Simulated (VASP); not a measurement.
Runs of VASP 6.6.1 on TlH5. The structure is that of space group P6/mmm (No. 191), or close to it. The cells are those of the table. 

```csv
task,cell,k mesh,cutoff (eV),gap on the mesh (eV),pressure (GPa),largest force (eV/Å)
single point,"a = 3.072, b = 3.072, c = 6.855 Å, angles 90.0, 90.0, 120.0°, 6 atoms",6 × 6 × 4,520,none,-0.2,0.04
relaxation of cell and atoms,"relaxed from a = 4.043, b = 4.043, c = 5.672 Å, angles 90.0, 90.0, 120.0°, 6 atoms",6 × 6 × 4,600,none,0.6,-
relaxation of cell and atoms,"relaxed from a = 3.072, b = 3.072, c = 6.855 Å, angles 90.0, 90.0, 120.0°, 6 atoms",12 × 12 × 6,600,none,-0.1,0.01
single point,"a = 3.068, b = 3.068, c = 6.927 Å, angles 90.0, 90.0, 120.0°, 6 atoms",12 × 12 × 6,520,none,-0.3,(a)
```

Alike in all rows: level PBE; potentials or basis VASP PAW PBE potentials, release 64 (Tl_d, H); no spin polarisation; smearing gaussian 0.1 eV.

Q: Fill in the values left out.

A: (a) 0.03.

Caveats: some runs use coarse meshes; spin-orbit coupling is left out, which moves the levels of the heavy elements.

A k mesh can miss the band edges, and the runs leave out spin-orbit coupling on Tl.

A gap of «none» marks levels without a gap at the run's occupations.
